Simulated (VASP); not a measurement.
# H (C2/m) in VASP: further runs

Runs on H. Level: PBEsol. Tasks: single point.

Program: VASP 6.6.1. These are calculated values, not measurements. Logs are shortened: lines on timing, memory, paths and dates and some standing lists are left out, and cuts for length are marked.

## (1) The cell of the first run

The structure is monoclinic, space group C2/m (No. 12). The conventional cell has a = 4.366 Å, b = 4.949 Å, c = 3.297 Å, α = 90.00°, β = 131.05°, γ = 90.00°. Within 1.0 Å of H (site symmetry m) lie 1 H at 0.76 Å.

## (2) Single point, PBEsol (equal xy, yz and zx engineering shears of +0.5 %)

INCAR

```
PREC = Accurate
ENCUT = 500
EDIFF = 1E-6
ISMEAR = 0
SIGMA = 0.01
LREAL = F
LASPH = T
NELM = 120
ALGO = Normal
ISIF = 2
LWAVE = F
LCHARG = F
GGA = PS
NBANDS = 8
GGA_COMPAT = F
```

KPOINTS

```
Automatic mesh
0
Gamma
  10 10 10
```

POSCAR

```
H
1.0
   -1.7441204444      1.7550349355      2.1828982220
    1.7550349355     -1.7441204444      2.1828982220
    1.7528902574      1.7528902574     -2.1741284090
H
2
Direct
    0.9130381279      0.9130381279      0.0000000000
    0.0869618721      0.0869618721      0.0000000000
```

Potentials or basis: VASP PAW PBE potentials, release 64 (H).

On the command line:

```
$ cat potpaw_PBE.64/H/POTCAR > POTCAR
$ mpirun -np 1 vasp_std > vasp.out
```

OUTCAR:

```text
PREC = Accurate
   ENCUT = 500
   EDIFF = 1E-6
   ISMEAR = 0
   LREAL = F
   LASPH = T
   NELM = 120
   ISIF = 2
   GGA = PS

 ion  position               nearest neighbor table
   1  0.913  0.913  0.000-   2 0.76
   2  0.087  0.087  0.000-   1 0.76

  LATTYP: Found a base centered monoclinic cell.
 ALAT       =     4.3658237301
 B/A-ratio  =     1.1334752159
 C/A-ratio  =     0.7552490357
 COS(beta)  =    -0.6567072529

  Lattice vectors:

 A1 = (  -1.7441204444,   1.7550349355,   2.1828982220)
 A2 = (   1.7550349355,  -1.7441204444,   2.1828982220)
 A3 = (   1.7528902574,   1.7528902574,  -2.1741284090)

Analysis of symmetry for initial positions (statically):
=====================================================================
 Subroutine PRICEL returns:
 Original cell was already a primitive cell.

 Routine SETGRP: Setting up the symmetry group for a
 base centered monoclinic supercell.

 Subroutine GETGRP returns: Found  4 space group operations
 (whereof  4 operations were pure point group operations)
 out of a pool of  4 trial point group operations.

The static configuration has the point symmetry C_2h.

Analysis of symmetry for dynamics (positions and initial velocities):
=====================================================================
 Subroutine PRICEL returns:
 Original cell was already a primitive cell.

 Routine SETGRP: Setting up the symmetry group for a
 base centered monoclinic supercell.

 Subroutine GETGRP returns: Found  4 space group operations
 (whereof  4 operations were pure point group operations)
 out of a pool of  4 trial point group operations.

The dynamic configuration has the point symmetry C_2h.

 Subroutine INISYM returns: Found  4 space group operations
 (whereof  4 operations are pure point group operations),
 and found     1 'primitive' translations

----------------------------------------------------------------------------------------

                                     Primitive cell

  volume of cell :      26.8612

  direct lattice vectors                    reciprocal lattice vectors
    -1.744120444  1.755034935  2.182898222    -0.001282116  0.284501135  0.228345234
     1.755034935 -1.744120444  2.182898222     0.284501135 -0.001282116  0.228345234
     1.752890257  1.752890257 -2.174128409     0.284361444  0.284361444 -0.001421807

  length of vectors
     3.299567911  3.299567911  3.297284162     0.364806915  0.364806915  0.402150324

  position of ions in fractional coordinates (direct lattice)
     0.913038128  0.913038128  0.000000000
     0.086961872  0.086961872  0.000000000

  ion indices of the primitive-cell ions
   primitive index   ion index
                 1           1
                 2           2

----------------------------------------------------------------------------------------

 KPOINTS: Automatic mesh

Automatic generation of k-mesh.
 Grid dimensions read from file:
 generate k-points for:   10   10   10

 Generating k-lattice:

  Cartesian coordinates                     Fractional coordinates (reciprocal lattice)
    -0.000128212  0.028450114  0.022834523     0.100000000  0.000000000 -0.000000000
     0.028450114 -0.000128212  0.022834523     0.000000000  0.100000000 -0.000000000
     0.028436144  0.028436144 -0.000142181    -0.000000000 -0.000000000  0.100000000

  Length of vectors
     0.036480692  0.036480692  0.040215032

  Shift w.r.t. Gamma in fractional coordinates (k-lattice)
     0.000000000  0.000000000  0.000000000

 Subroutine IBZKPT returns following result:
 ===========================================

 Found    282 irreducible k-points:

 Following reciprocal coordinates:
            Coordinates               Weight
  0.000000  0.000000  0.000000      1.000000
  0.100000  0.000000 -0.000000      4.000000
  0.200000  0.000000 -0.000000      4.000000
  0.300000  0.000000 -0.000000      4.000000
  0.400000  0.000000 -0.000000      4.000000
  0.500000  0.000000 -0.000000      2.000000
[... 16 lines left out ...]
  0.300000  0.300000 -0.000000      2.000000
  0.400000  0.300000 -0.000000      4.000000
 [... further k-points ...]
   k-points           NKPTS =    282   k-points in BZ     NKDIM =    282   number of bands    NBANDS=      8
   number of dos      NEDOS =    301   number of ions     NIONS =      2
   total plane-waves  NPLWV =  13824
   dimension x,y,z NGX =    24 NGY =   24 NGZ =   24
   dimension x,y,z NGXF=    48 NGYF=   48 NGZF=   48
   ions per type =               2
   NGX,Y,Z   is equivalent  to a cutoff of  12.09, 12.09, 12.10 a.u.
   NGXF,Y,Z  is equivalent  to a cutoff of  24.18, 24.18, 24.20 a.u.
 SYSTEM =  unknown system
   PREC   = accura    normal or accurate (medium, high low for compatibility)
   ISTART =      0    job   : 0-new  1-cont  2-samecut
   ICHARG =      2    charge: 1-file 2-atom 10-const
   ISPIN  =      1    spin polarized calculation?
   LNONCOLLINEAR =      F non collinear calculations
   LSORBIT =      F    spin-orbit coupling
   LASPH  =      T    aspherical Exc in radial PAW
   ENCUT  =  500.0 eV  36.75 Ry    6.06 a.u.   6.02  6.02  6.01*2*pi/ulx,y,z
   NELM   =    120;   NELMIN=  2; NELMDL= -5     # of ELM steps
   EDIFF  = 0.1E-05   stopping-criterion for ELM
   LREAL  =      F    real-space projection
   EDIFFG = 0.1E-04   stopping-criterion for IOM
   NSW    =      0    number of steps for IOM
   IBRION =     -1    ionic relax: 0-MD 1-quasi-New 2-CG
   NFREE  =      0    steps in history (QN), initial steepest desc. (CG)
   ISIF   =      2    stress and relaxation
   ISYM   =      2    0-nonsym 1-usesym 2-fastsym
   POTIM  = 0.5000    time-step for ionic-motion
   TEBEG  =    0.0;   TEEND  =   0.0 temperature during run
   PSTRESS=    0.0 pullay stress
   NELECT =       2.0000    total number of electrons
   NUPDOWN=      -1.0000    fix difference up-down
   EMIN   =  10.00;   EMAX   =-10.00  energy-range for DOS
   EFERMI =   0.00;   METHOD = LEGACY
   ISMEAR =     0;   SIGMA  =   0.01  broadening in eV -4-tet -1-fermi 0-gaus
   EFERMI_NEDOS =   21; number of points for ismear=-14 and -15
   IALGO  =     38    algorithm
   IMIX   =      4    mixing-type and parameters
     AMIX     =   0.40;   BMIX     =  1.00
     AMIX_MAG =   1.60;   BMIX_MAG =  1.00
  volume/ion in A,a.u.               =      13.43        90.63
  Fermi-wavevector in a.u.,A,eV,Ry     =   0.688720  1.301492  6.453727  0.474336
  Thomas-Fermi vector in A             =   1.769601
   LORBIT       =      0    0 simple, 1 ext, 2 COOP (PROOUT), +10 PAW based schemes
   GGA     = PS    functional components
   LHFCALC =     F    Hartree Fock is set to
   AEXX    =    0.0000 exact exchange contribution
   IVDW    =     0    specifies the selected vdW correction
   LEPSILON=     F    determine dielectric tensor
   LRPA    =     F    only Hartree local field effects (RPA)
 non-spin polarized calculation
 Gauss-broadening in eV      SIGMA  =   0.01
  energy-cutoff  :      500.00
  volume of cell :       26.86
 maximum number of plane-waves:       704
   NGX = 11   NGY = 11   NGZ = 11

 number of electron       2.0000001 magnetization

 Free energy of the ion-electron system (eV)
  ---------------------------------------------------
  ext. energy  EPLUGINS =         0.00000000
  ---------------------------------------------------
  free energy    TOTEN  =        -6.52685879 eV

  energy without entropy =       -6.52685879  energy(sigma->0) =       -6.52685879

 E-fermi :  -8.1340     XC(G=0):  -5.0338

 val. band max:       -8.2575130472   @ k =   0.5000   0.5000   0.5000
 cond. band min:       0.5821797835   @ k =   0.5000   0.0000  -0.0000
 fundamental gap:      8.8396928307
 Fermi energy:        -8.1340429146

 k-point     1 :       0.0000    0.0000    0.0000
  band No.  band energies     occupation
      1     -10.2065      2.00000
      2       4.5379      0.00000
      3       7.8915      0.00000
      4      13.8453      0.00000
      5      13.8567      0.00000
      6      15.8591      0.00000
      7      15.8893      0.00000
      8      17.2210      0.00000

 k-point     2 :       0.1000    0.0000   -0.0000
  band No.  band energies     occupation
      1     -10.1048      2.00000
      2       4.0672      0.00000
      3       8.0791      0.00000
      4      12.7636      0.00000
      5      13.2062      0.00000
      6      15.9629      0.00000
      7      16.4998      0.00000
      8      17.0451      0.00000

 k-point     3 :       0.2000    0.0000   -0.0000
  band No.  band energies     occupation
      1      -9.8218      2.00000
      2       3.0096      0.00000
      3       8.3328      0.00000
      4      11.0535      0.00000
      5      12.3098      0.00000
      6      15.9917      0.00000
      7      16.6561      0.00000
      8      17.0339      0.00000

 k-point     4 :       0.3000    0.0000   -0.0000
  band No.  band energies     occupation
      1      -9.4312      2.00000
      2       1.8429      0.00000
      3       8.3108      0.00000
      4       9.9366      0.00000
      5      11.6454      0.00000
      6      14.9145      0.00000
      7      15.8917      0.00000
      8      18.0474      0.00000

 k-point     5 :       0.4000    0.0000   -0.0000
  band No.  band energies     occupation
      1      -9.0716      2.00000
      2       0.9315      0.00000
      3       8.0158      0.00000
      4       9.5407      0.00000
      5      11.2584      0.00000
      6      14.1838      0.00000
      7      15.6839      0.00000
      8      16.9840      0.00000
[... 177 lines left out ...]
 k-point    22 :      -0.2000    0.2000    0.0000
  band No.  band energies     occupation
      1      -9.7484      2.00000
      2       3.6014      0.00000
      3       6.6341      0.00000
      4      11.6035      0.00000
      5      12.3267      0.00000
      6      12.7345      0.00000
      7      16.2411      0.00000
      8      18.6608      0.00000

 k-point    23 :       0.3000    0.3000   -0.0000
  band No.  band energies     occupation
      1      -8.7434      2.00000
      2       1.5040      0.00000
      3       4.4990      0.00000
      4       8.6727      0.00000
      5      10.7619      0.00000
      6      15.7110      0.00000
      7      18.2936      0.00000
      8      19.0592      0.00000

 k-point    24 :       0.4000    0.3000   -0.0000
  band No.  band energies     occupation
      1      -8.6780      2.00000
      2       1.9732      0.00000
      3       3.8658      0.00000
      4       8.3721      0.00000
      5       9.8531      0.00000
      6      16.5138      0.00000
      7      17.6082      0.00000
      8      19.7088      0.00000

 [... further k-points ...]

------------------------ aborting loop because EDIFF is reached ----------------------------------------

  FORCE on cell =-STRESS in cart. coord.  units (eV):
  Direction    XX          YY          ZZ          XY          YZ          ZX
  --------------------------------------------------------------------------------------
  -------------------------------------------------------------------------------------
  Total       -0.0299236     -0.0299236     -0.0310747     -0.0002479     -0.0005803     -0.0005803
  in kB       -1.7848345     -1.7848345     -1.8534981     -0.0147854     -0.0346151     -0.0346153
  external PRESSURE =      -1.8077224 kB  Pullay stress =       0.0000000 kB

 VOLUME and BASIS-vectors are now :
 -----------------------------------------------------------------------------
  energy-cutoff  :      500.00
  volume of cell :       26.86
      direct lattice vectors                 reciprocal lattice vectors
    -1.744120444  1.755034935  2.182898222    -0.001282116  0.284501135  0.228345234
     1.755034935 -1.744120444  2.182898222     0.284501135 -0.001282116  0.228345234
     1.752890257  1.752890257 -2.174128409     0.284361444  0.284361444 -0.001421807

 POSITION                                       TOTAL-FORCE (eV/Angst)
 -----------------------------------------------------------------------------------
      0.00997      0.00997      3.98614         0.000166      0.000166     -0.005662
      0.00095      0.00095      0.37966        -0.000166     -0.000166      0.005662
 -----------------------------------------------------------------------------------
    total drift:                               -0.000000     -0.000000      0.000000

  FREE ENERGIE OF THE ION-ELECTRON SYSTEM (eV)
  ---------------------------------------------------
  free  energy   TOTEN  =        -6.5268587860 eV

  energy  without entropy=       -6.5268587860  energy(sigma->0) =       -6.52685879
```

It took 17 s on 1 thread of Intel Xeon Platinum 8375C at 2.90GHz (Ice Lake), shared host; peak memory 0.16 GiB.

What came out:

- Free energy: -6.5269 eV
- Pressure: -0.2 GPa
- Largest force: 0.006 eV/Å
- Band gap on the k mesh: 8.84 eV (least direct gap 9.50 eV)

Forces in eV/Å, atoms in the order of the input:
```
H    0.000  0.000 -0.006
H    0.000  0.000  0.006
```

Caveat: the cell differs from its parent crystal (equal xy, yz and zx engineering shears of +0.5 %); this functional lacks dispersion, which holds the molecules together, so the pressure and a relaxed volume are unreliable; the PAW data sets were made with another functional, which shifts forces and pressure a little.

## (3) Single point, PBEsol (atom 1 moved by [0.01, 0.01, 0.01] A)

INCAR

```
SYSTEM = H
PREC = Accurate ; ENCUT = 500
EDIFF = 1E-6 ; ISMEAR = 0
SIGMA = 0.01 ; LREAL = .FALSE.
LASPH = .TRUE. ; NELM = 120
ALGO = Normal ; ISIF = 2
LWAVE = .FALSE. ; LCHARG = .FALSE.
GGA = PS ; NBANDS = 8
GGA_COMPAT = .FALSE.
```

KPOINTS

```
Automatic mesh
0
G
  10 10 10
  0 0 0
```

POSCAR

```
H
1.0
   -1.7539625964      1.7539625964      2.1828982220
    1.7539625964     -1.7539625964      2.1828982220
    1.7539625964      1.7539625964     -2.1828982220
H
2
Direct
    0.9181793486      0.9181793486      0.0057013759
    0.0869618721      0.0869618721      0.0000000000
```

Potentials or basis: VASP PAW PBE potentials, release 64 (H).

On the command line:

```
$ cat potpaw_PBE.64/H/POTCAR > POTCAR
$ mpirun -np 1 vasp_std > vasp.out
```

Wall time 19 s (1 thread of Intel Xeon Platinum 8375C at 2.90GHz (Ice Lake), shared host); peak memory 0.16 GiB.

It converged, with:

```
Free energy            : -6.5252 eV
Pressure               : 0.3 GPa
Largest force          : 0.341 eV/Å
Band gap on the k mesh : 8.94 eV (least direct gap 9.58 eV)
```

Forces on the atoms (eV/Å):
```
H    0.004  0.004 -0.341
H   -0.004 -0.004  0.341
```

Stress tensor (GPa, compression positive):
```
-0.18  0.00 -0.02
 0.00 -0.18 -0.02
-0.02 -0.02  1.31
```

Levels at points of the mesh, in eV from the valence-band top:
| k point | band 1 | band 2 | band 3 | band 4 | band 5 |
| --- | --- | --- | --- | --- | --- |
| (0.00, 0.00, 0.00) | -1.92 | 12.81 | 16.33 | 22.17 | 22.17 |
| (0.50, 0.00, 0.00) | -0.65 | 8.99 | 16.16 | 17.77 | 19.44 |
| (0.00, 0.50, 0.50) | -0.64 | 8.94 | 16.15 | 17.89 | 19.43 |
| (0.50, 0.50, 0.00) | -0.45 | 10.63 | 13.55 | 15.55 | 17.96 |
| (0.00, 0.00, 0.50) | -0.45 | 10.63 | 13.55 | 15.55 | 17.96 |
| (0.50, 0.50, 0.50) | 0.00 | 9.89 | 15.04 | 15.69 | 15.70 |

Caveat: the cell differs from its parent crystal (atom 1 moved by [0.01, 0.01, 0.01] A); this functional lacks dispersion, which holds the molecules together, so the pressure and a relaxed volume are unreliable; the PAW data sets were made with another functional, which shifts forces and pressure a little. A k mesh can miss the band edges.
